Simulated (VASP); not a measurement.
## TaN: electric field gradients with PBEsol

Crystal: TaN.

```
CELL_PARAMETERS angstrom
0.00000 2.14955 2.14955
2.14955 0.00000 2.14955
2.14955 2.14955 0.00000
ATOMIC_POSITIONS crystal
Ta 0.50000 0.50000 0.50000
N 0.00000 0.00000 0.00000
```

This cell differs from its parent crystal: volume scaled by 0.96.

```json
{
 "Program": "VASP 6.6.1",
 "Task": "electric field gradients",
 "Functional": "PBEsol",
 "Potentials or basis": "VASP PAW PBE potentials, release 64 (Ta_pv, N)",
 "Cutoff": "520 eV",
 "k mesh": "9 × 9 × 9",
 "Occupations": "fermi-dirac, width 0.02 eV",
 "Spin": "no spin polarisation",
 "Dipole correction": "no",
 "Further INCAR settings": "ALGO = Normal; EDIFF = 1e-08; NBANDS = 15"
}
```

- Pressure: 22.5 GPa
- Band gap on the k mesh: zero (band 8 reaches 11.88 eV, above the bottom of band 9 at 7.83 eV)

Levels at points of the mesh, in eV from the Fermi level:
```
           k point  band 4  band 5  band 6  band 7  band 8  band 9  band 10  band 11  band 12  band 13
(0.00, 0.00, 0.00)  -19.26   -3.87   -3.87   -3.87   -2.21   -2.21    -2.21     0.15     0.15     2.27
```

It took 7.5 s on 1 thread of Intel Xeon 6975P-C, with other jobs on the host, peak memory 0.15 GiB.

Caveat: without QUAD_EFG the Cq values of the log hold for a quadrupole moment of 1 mb, not for the nuclei; the PAW data sets were made with another functional, which shifts forces and pressure a little; spin-orbit coupling is left out, which moves the levels of the heavy elements.
